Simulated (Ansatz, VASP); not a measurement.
# One calculation of MgO, two programs

The input INCAR:

```
PREC = Accurate
ENCUT = 520
EDIFF = 1E-6
ISMEAR = 0
SIGMA = 0.01
LREAL = F
LASPH = T
NELM = 100
ALGO = Normal
ISIF = 2
LWAVE = F
LCHARG = F
GGA = PE
NBANDS = 16
```

Contents of KPOINTS:

```
Automatic mesh
0
Gamma
  9 9 6
```

Contents of POSCAR:

```
MgO
1.0
    3.5896568476      0.0000000000      0.0000000000
   -1.7948284238      3.1087340208      0.0000000000
    0.0000000000      0.0000000000      4.3212336036
Mg O
2 2
Direct
    0.6666666667      0.3333333333      0.7500000000
    0.3333333333      0.6666666667      0.2500000000
    0.6666666667      0.3333333333      0.2500000000
    0.3333333333      0.6666666667      0.7500000000
```

Input for Ansatz:

```yaml
crystal:
  lattice:
    - [3.5896568476, 0.0, 0.0]
    - [-1.7948284238, 3.1087340208, 0.0]
    - [0.0, 0.0, 4.3212336036]
  atoms:
    - { symbol: Mg, position: [0.6666666667, 0.3333333333, 0.75] }
    - { symbol: Mg, position: [0.3333333333, 0.6666666667, 0.25] }
    - { symbol: O, position: [0.6666666667, 0.3333333333, 0.25] }
    - { symbol: O, position: [0.3333333333, 0.6666666667, 0.75] }
kpoints:
  mp_grid: { grid: [9, 9, 6] }
hamiltonian:
  xc: pbe
scf:
  occupations: { method: fixed }
  n_extra_bands: 5
output:
  forces: true
  stress: true
  eigenvalues: true
```

Alike in both runs: task single point; functional PBE; k mesh 9 × 9 × 6; no spin polarisation.

|  | VASP | Ansatz |
| --- | --- | --- |
| version | VASP 6.6.1 | Ansatz 0.2.0 |
| potentials or method | VASP PAW PBE potentials, release 64 (Mg, O) | plane waves, PAW |
| plane-wave cutoff (eV) | 520 | 420 |
| occupations | gaussian, width 0.01 eV | fixed |
| valence electrons in the cell | 16 | 32 |

VASP gave:

```
gap on the k mesh at the Fermi level (eV)                     : 2.97
pressure (GPa)                                                : -6.9
traceless stress, the component that is largest in VASP (GPa) : -0.30
```

Task: Which values does Ansatz return?

Result: gap on the k mesh at the Fermi level (eV): 2.99; pressure (GPa): -6.4; traceless stress, the component that is largest in VASP (GPa): -0.21.

VASP's potentials hold 16 valence electrons a cell and Ansatz's 32, so a difference there can come from the potentials and not from the codes.
